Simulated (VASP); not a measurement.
Write the native input for VASP 6.6.1 that does the following.

| Item | Value |
| --- | --- |
| Task | single point |
| Functional | LDA |
| Potentials or basis | VASP PAW LDA potentials, release 64 (Pt_sv_GW) |
| Cutoff | 430 eV |
| k mesh | 16 × 16 × 9 |
| Occupations | fermi-dirac, width 0.08 eV |
| Spin | no spin polarisation |
| Dipole correction | no |
| k mesh for the DOS | 24 × 24 × 14 |
| Occupations for the DOS | tetrahedron |
| Further INCAR settings | ALGO = Normal; EDIFF = 1e-06 |

Pt:

```xyz
2
Lattice="2.1005 0.0000 0.0000 -1.0503 1.8191 0.0000 0.0000 0.0000 3.5000" Properties=species:S:1:pos:R:3 pbc="T T T"
Pt    0.0000    1.2127    0.8750
Pt    1.0503    0.6064    2.6250
```

This isn't the form of Pt at room conditions, which is fcc.

The input as run:

POSCAR

```
Pt
1.0
    2.1005319262      0.0000000000      0.0000000000
   -1.0502659631      1.8191140095      0.0000000000
    0.0000000000      0.0000000000      3.4999690544
Pt
2
Direct
    0.3333333333      0.6666666667      0.2500000000
    0.6666666667      0.3333333333      0.7500000000
```

INCAR.step1

```
SYSTEM = Pt
PREC = Accurate ; ENCUT = 430
EDIFF = 1E-6 ; ISMEAR = -1
SIGMA = 0.08 ; LREAL = .FALSE.
LASPH = .TRUE. ; NELM = 120
ALGO = Normal ; ISIF = 2
LWAVE = .FALSE. ; LCHARG = .TRUE.
LMAXMIX = 4 ; NBANDS = 25
GGA_COMPAT = .FALSE. ; NEDOS = 2001
LORBIT = 11
```

KPOINTS.step1

```
regular mesh
0
G
  16 16 9
  0 0 0
```

INCAR.step2

```
SYSTEM = Pt
PREC = Accurate ; ENCUT = 430
EDIFF = 1E-6 ; ISMEAR = -5
SIGMA = 0.08 ; LREAL = .FALSE.
LASPH = .TRUE. ; NELM = 120
ALGO = Normal ; ISIF = 2
LWAVE = .FALSE. ; LCHARG = .FALSE.
LMAXMIX = 4 ; LORBIT = 10
NEDOS = 1001 ; ICHARG = 11
GGA_COMPAT = .FALSE.
```

KPOINTS.step2

```
regular mesh
0
G
  24 24 14
  0 0 0
```

Potentials or basis: VASP PAW LDA potentials, release 64 (Pt_sv_GW).

Run with:

```console
$ cat potpaw_LDA.64/Pt_sv_GW/POTCAR > POTCAR
$ cp INCAR.step1 INCAR
$ cp KPOINTS.step1 KPOINTS
$ mpirun -np 1 vasp_std > vasp.out
$ cp INCAR.step2 INCAR
$ cp KPOINTS.step2 KPOINTS
$ mpirun -np 1 vasp_std > vasp.out
```

It took 59 s on 1 thread of AMD EPYC 7R13 Processor (Zen 3), with other jobs on the host, peak memory 0.19 GiB.
